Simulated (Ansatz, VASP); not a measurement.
One calculation of CdSe, two programs

```
Cd Se
1.0
     0.00000    3.00643    3.00643
     3.00643    0.00000    3.00643
     3.00643    3.00643    0.00000
Cd Se
1 1
Direct
  0.00000 0.00000 0.00000
  0.25000 0.25000 0.25000
```

Change from the starting cell: hydrostatic strain -2.0%.

Alike in both runs: task single point; functional HSE06; k mesh 6 × 6 × 6; no spin polarisation.

|  | VASP | Ansatz |
| --- | --- | --- |
| version | VASP 6.6.1 | Ansatz 0.2.0 |
| potentials or method | VASP PAW PBE potentials, release 64 (Cd, Se) | plane waves, PAW |
| plane-wave cutoff (eV) | 520 | 420 |
| occupations | gaussian, width 0.01 eV | fixed |
| valence electrons in the cell | 18 | 36 |

|  | VASP | Ansatz | Ansatz less VASP |
| --- | --- | --- | --- |
| gap on the k mesh at the Fermi level (eV) | 1.64 | 1.63 | -0.006 |
| pressure (GPa) | 4.0 | 3.8 | -0.23 |

VASP's potentials hold 18 valence electrons a cell and Ansatz's 36, so a difference there can come from the potentials and not from the codes. Ansatz's warnings: stress exchange threshold loose, stress scf threshold loose.
